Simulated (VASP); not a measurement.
A run of VASP 6.6.1 is set up as follows.

File INCAR:

```
PREC = Accurate ; ENCUT = 520
EDIFF = 1E-6 ; ISMEAR = 0
SIGMA = 0.05 ; LREAL = F
LASPH = T ; NELM = 200
ALGO = Normal ; ISIF = 2
LWAVE = F ; LCHARG = F
ISPIN = 2 ; MAGMOM = 0 0 0 0 0 0 0 0 0.5 0 0.5 0 0 0 0 0 0.5
LORBIT = 11 ; LDIPOL = T
IDIPOL = 3 ; DIPOL = 0.5 0.5 0.500
GGA = PE ; IVDW = 12
NBANDS = 52 ; GGA_COMPAT = F
NELMDL = -8 ; KPAR = 4
```

KPOINTS

```
regular mesh
0
Gamma
  6 6 1
```

The input POSCAR:

```
C
1.0
    7.3974391349      0.0000000000      0.0000000000
   -3.6987195674      6.4058367031      0.0000000000
    0.0000000000      0.0000000000     17.0000000000
C
17
Direct
    0.0262339924      0.3855856466      0.5000000942
    0.0262547618      0.7239736014      0.4999999658
    0.3594004099      0.0571016670      0.4999999574
    0.3593516542      0.3855856466      0.5000000942
    0.3611047497      0.7222094994      0.4999999796
    0.6977012571      0.0571016670      0.4999999574
    0.6944561240      0.3889122480      0.4999999810
    0.6977188396      0.7239736014      0.4999999658
    0.1425627124      0.2851254248      0.5000002093
    0.1395716184      0.6114394546      0.5000000123
    0.1426483468      0.9407545464      0.4999999223
    0.4737113351      0.2785283201      0.5000000109
    0.4718678362      0.6114394546      0.5000000123
    0.4718777388      0.9437554776      0.4999999337
    0.8048169849      0.2785283201      0.5000000109
    0.8048333762      0.6096667523      0.4999999707
    0.7981061996      0.9407545464      0.4999999223
```

Potentials or basis: VASP PAW PBE potentials, release 64 (C).

The run is started by

```sh
$ cat potpaw_PBE.64/C/POTCAR > POTCAR
$ mpirun -np 4 vasp_std > vasp.out
```

Problem. What does it give for the dispersion energy per atom?

Solution. -0.087 eV.

Problem. Estimate the site moments.

Solution. C -0.01, +0.15, +0.02, +0.03 (each value once) μB.

Problem. What does it give for the largest force?

Solution. 0.041 eV/Å.

Problem. Predict the net moment.

Solution. 0.83 μB per cell.

Forces on the atoms (eV/Å):
```
C   -0.008  0.000  0.000
C   -0.004 -0.008  0.000
C    0.004  0.007  0.000
C    0.008  0.000  0.000
C    0.000  0.000  0.000
C   -0.004  0.007  0.000
C    0.000  0.000  0.000
C    0.004 -0.008  0.000
C    0.000 -0.041  0.000
C   -0.005 -0.003  0.000
C   -0.035  0.021  0.000
C    0.002  0.001  0.000
C    0.005 -0.003  0.000
C    0.000  0.006  0.000
C   -0.002  0.001  0.000
C    0.000 -0.003  0.000
C    0.035  0.021  0.000
```

Caveat: the cell differs from its parent crystal (atoms taken out, then relaxed in part); a moment this small can come from the mesh or the smearing.
